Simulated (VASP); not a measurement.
Write the native input for VASP 6.6.1 that does the following.

```yaml
Task: single point
Functional: PBEsol
Potentials_or_basis: VASP PAW PBE potentials, release 64 (C, H)
Cutoff: 520 eV
k_mesh: 2 × 2 × 1
Occupations: gaussian, width 0.02 eV
Spin: collinear spin, zero start
Starting_moments: "[0.0, 0.0, 0.0, 0.0, 0.0, 0.0, 0.0, 0.0, 0.0, 0.0, 0.0, 0.0, 0.0, 0.0, 0.0, 0.0, 0.0, 0.0, 0.0] μB"
Dipole_correction: no
Further_INCAR_settings: LREAL = Auto; ALGO = Normal; EDIFF = 1e-06; NBANDS = 56
```

The structure of HC18 lies in POSCAR:

```
HC18
1.0
    7.3980000000      0.0000000000      0.0000000000
   -3.6990000000      6.4068560000      0.0000000000
    0.0000000000      0.0000000000     12.0000000000
C H
18 1
Direct
    0.0051142267      0.0080140712      0.0792023333
    0.2248787284      0.1140759212      0.0790492500
    0.0024622641      0.3354211488      0.0788732500
    0.2239840291      0.4457704372      0.0790402500
    0.0043171737      0.6656932823      0.0850255833
    0.2240915337      0.7781244030      0.0817915833
    0.3347996087      0.0011542323      0.0811620000
    0.5573145313      0.1123871053      0.0813616667
    0.3351169105      0.3353779139      0.0786806667
    0.5565448344      0.4458377089      0.0816938333
    0.3346739970      0.6672425602      0.0798992500
    0.5561268472      0.7781309585      0.0813577500
    0.6685785403      0.0011532958      0.0810090000
    0.8914284462      0.1141199365      0.0790133333
    0.6686114047      0.3350122119      0.0821013333
    0.8915116484      0.4459184037      0.0820800833
    0.6633476264      0.6655879264      0.0842565000
    0.8912322481      0.7806134553      0.0992487500
    0.9029320433      0.8084269414      0.1926530000
```

One way to write it, as run:

INCAR

```
ALGO = Normal ; EDIFF = 1E-6
ENCUT = 520 ; GGA = PS
ISIF = 2 ; ISMEAR = 0
ISPIN = 2 ; LASPH = True
LCHARG = False ; LORBIT = 11
LREAL = Auto ; LWAVE = False
MAGMOM = 0 0 0 0 0 0 0 0 0 0 0 0 0 0 0 0 0 0 0 ; NBANDS = 56
NELM = 150 ; PREC = Accurate
SIGMA = 0.02
```

KPOINTS

```
k-points
0
Gamma
  2 2 1
```

Potentials or basis: VASP PAW PBE potentials, release 64 (C, H).

Command:

```console
$ cat potpaw_PBE.64/C/POTCAR potpaw_PBE.64/H/POTCAR > POTCAR
$ mpirun -np 1 vasp_std > vasp.out
```

Results of the run:

```yaml
Largest_force: 0.390 eV/Å
Net_moment: 0.00 μB per cell
Valence_electrons_inside_the_program's_atomic_spheres: C 2.63, 2.66, 2.65, 2.64 (each value once); H 0.61
```

Caveat: the k points lie up to 0.49 Å⁻¹ apart; the PAW data sets were made with another functional, which shifts forces and pressure a little.

Wall time 19 min on 1 thread of Intel(R) Xeon(R) Platinum 8488C (Sapphire Rapids), with other jobs on the host, peak memory 0.86 GiB.
